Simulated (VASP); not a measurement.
Input of a VASP 6.6.1 run:

Contents of POSCAR:

```
AlP
1.0
    0.0000000000      2.7315000000      2.7315000000
    2.7315000000      0.0000000000      2.7315000000
    2.7315000000      2.7315000000      0.0000000000
Al P
1 1
Direct
    0.0000000000      0.0000000000      0.0000000000
    0.2500000000      0.2500000000      0.2500000000
```

The input INCAR.step1:

```
PREC = Accurate ; ENCUT = 500
EDIFF = 1E-8 ; ISMEAR = 0
SIGMA = 0.01 ; LREAL = F
LASPH = T ; NELM = 80
ALGO = Normal ; LWAVE = T
LCHARG = F ; GGA = PE
```

File INCAR.step2:

```
PREC = Accurate ; ENCUT = 500
EDIFF = 1E-8 ; ISMEAR = 0
SIGMA = 0.01 ; LREAL = F
LASPH = T ; NELM = 1
ALGO = Exact ; LWAVE = T
LCHARG = F ; GGA = PE
NBANDS = 411 ; LOPTICS = T
ISTART = 1
```

The input INCAR.step3:

```
PREC = Accurate ; ENCUT = 500
EDIFF = 1E-8 ; ISMEAR = 0
SIGMA = 0.01 ; LREAL = F
LASPH = T ; ALGO = EVGW0
LWAVE = F ; LCHARG = F
GGA = PE ; NELMGW = 1
NBANDS = 411 ; ENCUTGW = 180.0
NOMEGA = 96 ; PRECFOCK = Fast
ISTART = 1 ; NBANDSGW = 12
OMEGAMAX = 20
```

The input KPOINTS:

```
regular mesh
0
Gamma
  4 4 4
```

Potentials or basis: VASP PAW PBE potentials, release 64 (Al_GW, P_GW).

Command:

```bash
$ cat potpaw_PBE.64/Al_GW/POTCAR potpaw_PBE.64/P_GW/POTCAR > POTCAR
$ cp INCAR.step1 INCAR
$ mpirun -np 1 vasp_std > vasp.out
$ cp INCAR.step2 INCAR
$ mpirun -np 1 vasp_std > vasp.out
$ cp INCAR.step3 INCAR
$ mpirun -np 1 vasp_std > vasp.out
```

Task: Estimate the quasiparticle gap.

Result: 2.34 eV.

Task: Predict the least direct quasiparticle gap.

Result: 4.23 eV.

Task: What does it give for the least direct gap of the starting levels on the mesh?

Result: 3.28 eV.

Caveat: the k points lie up to 0.50 Å⁻¹ apart; bands, screening cutoff and mesh are small and nothing is extrapolated, so the quasiparticle values aren't converged.
